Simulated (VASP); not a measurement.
The system is HgH.

```
Hg H
1.0
     3.21722    0.00000    0.00000
    -1.60861    2.78620    0.00000
     0.00000    0.00000    3.13791
Hg H
1 1
Cartesian
  0.0000 0.0000 0.0000
  1.6086 0.9287 1.5690
```

| Item | Value |
| --- | --- |
| Program | VASP 6.6.1 |
| Task | relaxation of cell and atoms |
| Functional | PBE |
| Potentials or basis | VASP PAW PBE potentials, release 64 (Hg, H) |
| Cutoff | 600 eV |
| k mesh | 18 × 18 × 18 |
| Occupations | gaussian, width 0.1 eV |
| Spin | no spin polarisation |

At the start: pressure 1.9 GPa; volume 14.06 Å³/atom.

Problem. How do energy, volume and symmetry change on relaxing?

Solution. Over 10 steps the energy falls by 10.5 meV/atom and the volume is 14.74 Å³/atom (+4.8 %); space group P-6m2 (No. 187, to 0.05 Å).

Step by step:
```csv
step,energy change (eV),largest force (eV/Å),pressure (GPa),volume (Å³)
1,0.0000,0.0000,1.91,28.13
2,-0.0088,0.0000,0.60,28.81
3,-0.0120,0.0000,-1.15,29.94
4,-0.0124,0.0000,-0.79,29.68
5,-0.0176,0.0000,-0.64,29.67
6,-0.0205,0.0000,-0.40,29.64
7,-0.0208,0.0000,-0.27,29.63
8,-0.0209,0.0000,-0.19,29.62
9,-0.0209,0.0000,-0.23,29.62
10,-0.0210,0.0000,0.01,29.47
```

Final structure:
```
Hg H
1.0
     3.35480    0.00000    0.00000
    -1.67740    2.90534    0.00000
     0.00000    0.00000    3.02387
Hg H
1 1
Direct
  0.00000 0.00000 0.00000
  0.66667 0.33333 0.50000
```
